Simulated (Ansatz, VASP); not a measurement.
**One calculation of NiGe, two programs**

```
CELL_PARAMETERS angstrom
5.38871 0.00000 0.00000
0.00000 3.48506 0.00000
0.00000 0.00000 5.84823
ATOMIC_POSITIONS crystal
Ni 0.99438 0.75000 0.19068
Ni 0.00562 0.25000 0.80932
Ni 0.50562 0.25000 0.69068
Ni 0.49438 0.75000 0.30932
Ge 0.81000 0.75000 0.58751
Ge 0.19000 0.25000 0.41249
Ge 0.69000 0.25000 0.08751
Ge 0.31000 0.75000 0.91249
```

Alike in both runs: functional PBE; k mesh 10 × 14 × 10; occupations gaussian, width 0.1 eV; no spin polarisation.

Ansatz relaxed the structure, and its values are those at the end. VASP's run is a single point on that final structure, the one shown.

|  | VASP | Ansatz |
| --- | --- | --- |
| version | VASP 6.6.1 | Ansatz 0.2.0 |
| potentials or method | VASP PAW PBE potentials, release 64 (Ni, Ge_d), cutoff 520 eV | scalar-relativistic, plane waves, PAW |
| valence electrons in the cell | 96 | 128 |

Ansatz gave:

```
gap on the k mesh at the Fermi level (eV) : none
pressure (GPa)                            : 0.0
rms of the force components (eV/Å)        : 0.001
```

**Question.** What did VASP give for the same quantities?

**Answer.** gap on the k mesh at the Fermi level (eV): none; pressure (GPa): 0.2; rms of the force components (eV/Å): 0.004.

A gap of «none» marks a metal or a gap that the smearing closes. VASP's potentials hold 96 valence electrons a cell and Ansatz's 128, so a difference there can come from the potentials and not from the codes.
